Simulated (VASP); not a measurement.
Wanted: the native input for a VASP 6.6.1 run.

* Task: single point
* Functional: PBEsol
* Potentials or basis: VASP PAW PBE potentials, release 64 (Si, C)
* Cutoff: 520 eV
* k mesh: 18 × 18 × 18
* Occupations: gaussian, width 0.05 eV
* Spin: no spin polarisation
* Dipole correction: no
* Further INCAR settings: ALGO = Normal; EDIFF = 1e-07; NBANDS = 11

The structure of SiC (Moissanite 3C) lies in POSCAR:

```
SiC
1.0
    0.0000000000      1.8772929804      1.8772929804
    1.8772929804      0.0000000000      1.8772929804
    1.8772929804      1.8772929804      0.0000000000
Si C
1 1
Direct
    0.0000000000      0.0000000000      0.0000000000
    0.2500000000      0.2500000000      0.2500000000
```

This cell differs from its parent crystal: volume scaled by 0.640.

One way to write it, as run:

INCAR

```
ALGO = Normal
EDIFF = 1E-7
ENCUT = 520
GGA = PS
ISIF = 2
ISMEAR = 0
LASPH = True
LCHARG = False
LREAL = False
LWAVE = False
NBANDS = 11
NELM = 100
PREC = Accurate
SIGMA = 0.05
```

KPOINTS

```
k-points
0
Gamma
  18 18 18
```

Potentials or basis: VASP PAW PBE potentials, release 64 (Si, C).

Run with:

```bash
$ cat potpaw_PBE.64/Si/POTCAR potpaw_PBE.64/C/POTCAR > POTCAR
$ mpirun -np 1 vasp_std > vasp.out
```

It gave:

| Property | Result |
| --- | --- |
| Pressure | 228.0 GPa |
| Band gap on the k mesh | 0.70 eV, indirect (least direct gap 4.72 eV) |

Caveat: the PAW data sets were made with another functional, which shifts forces and pressure a little.

Run time: 17 s on 1 thread of Intel(R) Xeon(R) Platinum 8488C (Sapphire Rapids), with other jobs on the host, peak memory 0.14 GiB.
